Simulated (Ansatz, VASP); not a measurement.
# Al: VASP beside Ansatz

File INCAR:

```
PREC = Accurate ; ENCUT = 520
EDIFF = 1E-7 ; ISMEAR = 0
SIGMA = 0.15 ; LREAL = False
LASPH = True ; NELM = 100
ALGO = Normal ; ISIF = 2
LWAVE = False ; LCHARG = False
GGA = PE ; IVDW = 12
NBANDS = 14
```

The input KPOINTS:

```
Automatic mesh
0
Gamma
  18 18 6
```

The input POSCAR:

```
Al
1.0
    2.8505389676      0.0000000000      0.0000000000
   -1.4252694838      2.4686391604      0.0000000000
    0.0000000000      0.0000000000      9.5490204876
Al
4
Direct
    0.0000000000      0.0000000000      0.0000000000
    0.3333333333      0.6666666667      0.2500000000
    0.0000000000      0.0000000000      0.5000000000
    0.6666666667      0.3333333333      0.7500000000
```

Input for Ansatz:

```yaml
crystal:
  lattice:
    - [2.8505389676, 0.0, 0.0]
    - [-1.4252694838, 2.4686391604, 0.0]
    - [0.0, 0.0, 9.5490204876]
  atoms:
    - { symbol: Al, position: [0.0, 0.0, 0.0] }
    - { symbol: Al, position: [0.3333333333, 0.6666666667, 0.25] }
    - { symbol: Al, position: [0.0, 0.0, 0.5] }
    - { symbol: Al, position: [0.6666666667, 0.3333333333, 0.75] }
basis:
  ecutwfc: 420
kpoints:
  mp_grid: { grid: [18, 18, 6] }
hamiltonian:
  xc: pbe
  pseudopotentials: { kind: paw, azcp: { folder: soft_1 } }
  dispersion: d3bj
scf:
  occupations: { method: gaussian, width: 0.15 }
output:
  forces: true
  stress: true
  eigenvalues: true
```

Alike in both runs: task single point; functional PBE; dispersion D3(BJ); k mesh 18 × 18 × 6; occupations gaussian, width 0.15 eV; no spin polarisation.

```csv
,VASP,Ansatz
version,VASP 6.6.1,Ansatz 0.2.0
potentials or method,"VASP PAW PBE potentials, release 64 (Al), cutoff 520 eV","scalar-relativistic, plane waves, PAW"
valence electrons in the cell,12,12
```

|  | VASP | Ansatz | Ansatz less VASP |
| --- | --- | --- | --- |
| gap on the k mesh at the Fermi level (eV) | none | none | - |
| pressure (GPa) | -4.3 | -4.3 | +0.01 |
| traceless stress, the component that is largest in VASP (GPa) | -1.19 | -1.19 | -0.003 |

A gap of «none» marks a metal or a gap that the smearing closes.
